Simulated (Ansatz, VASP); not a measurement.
One calculation of CsBr, two programs

Contents of INCAR:

```
SYSTEM = CsBr
ALGO     = Normal         ! electronic algorithm
EDIFF    = 1E-6           ! SCF threshold, eV
ENCUT    = 500            ! plane-wave cutoff, eV
GGA      = PE             ! functional
GGA_COMPAT= .False.      
ISIF     = 2              ! what is computed and relaxed
ISMEAR   = 0              ! smearing method
LASPH    = .True.         ! aspherical terms in the spheres
LCHARG   = .False.        ! write CHGCAR
LREAL    = .False.        ! projectors in reciprocal space
LWAVE    = .False.        ! write WAVECAR
NBANDS   = 15             ! bands
NELM     = 120            ! most SCF steps
PREC     = Accurate       ! precision mode
SIGMA    = 0.01           ! smearing width, eV
```

The input KPOINTS:

```
k-points
0
Gamma
  4 4 4
  0 0 0
```

POSCAR

```
CsBr
1.0
    4.2860000000      0.0000000000      0.0000000000
    0.0000000000      4.2860000000      0.0000000000
    0.0000000000      0.0000000000      4.2860000000
Cs Br
1 1
Direct
    0.0000000000      0.0023331778      0.0000000000
    0.5000000000      0.5000000000      0.5000000000
```

Input for Ansatz:

```yaml
crystal:
  lattice:
    - [4.286, 0.0, 0.0]
    - [0.0, 4.286, 0.0]
    - [0.0, 0.0, 4.286]
  atoms:
    - { symbol: Cs, position: [0.0, 0.002333177788147457, 0.0] }
    - { symbol: Br, position: [0.5, 0.5, 0.5] }
basis:
  ecutwfc: 450.0
kpoints:
  mp_grid:
    grid: [4, 4, 4]
hamiltonian:
  xc: pbe
scf:
  occupations:
    method: fixed
output:
  polarization: {}
```

Alike in both runs: task single point; functional PBE; k mesh 4 × 4 × 4; no spin polarisation.

|  | VASP | Ansatz |
| --- | --- | --- |
| version | VASP 6.6.1 | Ansatz 0.2.0 |
| potentials or method | VASP PAW PBE potentials, release 64 (Cs_sv, Br), cutoff 500 eV | plane waves, PAW |
| occupations | gaussian, width 0.01 eV | fixed |
| valence electrons in the cell | 16 | 16 |

|  | VASP | Ansatz | Ansatz less VASP |
| --- | --- | --- | --- |
| gap on the k mesh at the Fermi level (eV) | 4.52 | 4.53 | +0.010 |

Spin-orbit coupling is off throughout.
